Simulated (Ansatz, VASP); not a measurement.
## Two plane-wave programs on CuCl

File INCAR:

```
SYSTEM = CuCl
ALGO = Normal ; EDIFF = 1E-6
ENCUT = 600 ; GGA = CA
GGA_COMPAT = .False. ; ISIF = 2
ISMEAR = 0 ; LASPH = .True.
LCHARG = .False. ; LREAL = .False.
LWAVE = .False. ; NBANDS = 16
NELM = 120 ; PREC = Accurate
SIGMA = 0.01
```

The input KPOINTS:

```
k-points
0
Gamma
  4 4 4
  0 0 0
```

Contents of POSCAR:

```
CuCl
1.0
    0.0000000000      2.6787561796      2.6787561796
    2.6787561796      0.0000000000      2.6787561796
    2.6787561796      2.6787561796      0.0000000000
Cu Cl
1 1
Direct
    0.0000000000      0.0000000000      0.0000000000
    0.2500000000      0.2500000000      0.2500000000
```

Input for Ansatz:

```yaml
crystal:
  lattice:
    - [0.0, 2.6787561796, 2.6787561796]
    - [2.6787561796, 0.0, 2.6787561796]
    - [2.6787561796, 2.6787561796, 0.0]
  atoms:
    - { symbol: Cu, position: [0.0, 0.0, 0.0] }
    - { symbol: Cl, position: [0.25, 0.25, 0.25] }
kpoints:
  mp_grid: { grid: [4, 4, 4] }
hamiltonian:
  xc: lda
scf:
  occupations: { method: fixed }
output:
  optics:
    e_range: [2, 15]
    de: 0.05
    sigma: 0.4
    scissors: 0
    scheme: fermi_dirac
    bands: scf
```

Alike in both runs: task single point; functional LDA; k mesh 4 × 4 × 4; no spin polarisation.

```csv
,VASP,Ansatz
version,VASP 6.6.1,Ansatz 0.2.0
potentials or method,"VASP PAW LDA potentials, release 64 (Cu, Cl)","plane waves, PAW"
plane-wave cutoff (eV),600,420
occupations,"gaussian, width 0.01 eV",fixed
valence electrons in the cell,18,26
```

|  | VASP | Ansatz | Ansatz less VASP |
| --- | --- | --- | --- |
| gap on the k mesh at the Fermi level (eV) | 0.47 | 0.44 | -0.032 |

LDA's correlation is that of Perdew and Zunger in VASP and of Perdew and Wang (1992) in Ansatz. VASP's potentials hold 18 valence electrons a cell and Ansatz's 26, so a difference there can come from the potentials and not from the codes.

The k mesh is coarse, so the values compare programs but aren't converged.
